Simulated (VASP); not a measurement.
# TiO: single point with PBEsol

TiO:

```xyz
2
Lattice="2.7886 0.0000 0.0000 -1.3943 2.4150 0.0000 0.0000 0.0000 2.7938" Properties=species:S:1:pos:R:3 pbc="T T T"
Ti    1.3943    0.8050    0.0000
O     0.0000    0.0000    1.3969
```

| Property | Result |
| --- | --- |
| Program | VASP 6.6.1 |
| Task | single point |
| Functional | PBEsol |
| Potentials or basis | VASP PAW PBE potentials, release 64 (Ti_sv, O) |
| Cutoff | 520 eV |
| k mesh | 18 × 18 × 16 |
| Occupations | gaussian, width 0.15 eV |
| Spin | no spin polarisation |

```yaml
Pressure: 0.8 GPa
Band_gap_on_the_k_mesh: zero (band 9 reaches 11.71 eV, above the bottom of band 10 at 11.63 eV)
```

Stress tensor (GPa, compression positive):
```
0.70 0.00 0.00
0.00 0.70 0.00
0.00 0.00 0.95
```

Levels at points of the mesh, in eV from the Fermi level:
| k point | band 5 | band 6 | band 7 | band 8 | band 9 | band 10 | band 11 | band 12 | band 13 | band 14 |
| --- | --- | --- | --- | --- | --- | --- | --- | --- | --- | --- |
| (0.00, 0.00, 0.00) | -22.01 | -5.76 | -5.76 | -5.49 | -3.04 | 1.76 | 1.76 | 1.77 | 2.20 | 2.20 |
| (0.50, 0.00, 0.00) | -20.62 | -9.18 | -6.63 | -5.48 | -2.55 | 1.69 | 2.08 | 2.89 | 3.09 | 6.53 |
| (0.00, 0.00, 0.50) | -20.63 | -9.50 | -5.39 | -5.39 | 0.03 | 0.03 | 0.89 | 1.97 | 1.97 | 7.02 |
| (0.50, 0.00, 0.50) | -20.78 | -8.17 | -8.06 | -6.77 | -0.73 | 1.88 | 3.07 | 3.18 | 3.71 | 8.64 |

It took 4.1 min on 1 thread of AMD EPYC 7R13, on a shared host, peak memory 0.19 GiB.

Caveat: the PAW data sets were made with another functional, which shifts forces and pressure a little; semilocal functionals often make such compounds metallic where correlation or magnetic order opens a gap, which also shifts bond lengths.
